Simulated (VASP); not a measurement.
Here is a VASP 6.6.1 calculation.

Contents of INCAR:

```
SYSTEM = Hf
ALGO = Normal
EDIFF = 1E-6
ENCUT = 500
GGA = PS
GGA_COMPAT = .False.
ISIF = 2
ISMEAR = 1
LASPH = .True.
LCHARG = .False.
LREAL = .False.
LWAVE = .False.
NBANDS = 11
NELM = 120
PREC = Accurate
SIGMA = 0.05
```

The input KPOINTS:

```
k-points
0
Gamma
  7 7 7
  0 0 0
```

Contents of POSCAR:

```
Hf
1.0
    0.0000000000      2.2115861246      2.2115861246
    2.2115861246      0.0000000000      2.2115861246
    2.2115861246      2.2115861246      0.0000000000
Hf
1
Direct
    0.0000000000      0.0000000000      0.0000000000
```

Potentials or basis: VASP PAW PBE potentials, release 64 (Hf_pv).

Command:

```bash
$ cat potpaw_PBE.64/Hf_pv/POTCAR > POTCAR
$ mpirun -np 1 vasp_std > vasp.out
```

(1) Predict the band gap on the k mesh.

(2) What does it give for the pressure?

## Answers

(1) zero (bands 5 and 6 overlap by 1.60 eV).

(2) -0.4 GPa.

Caveat: the PAW data sets were made with another functional, which shifts forces and pressure a little; spin-orbit coupling is left out, which moves the levels of the heavy elements.
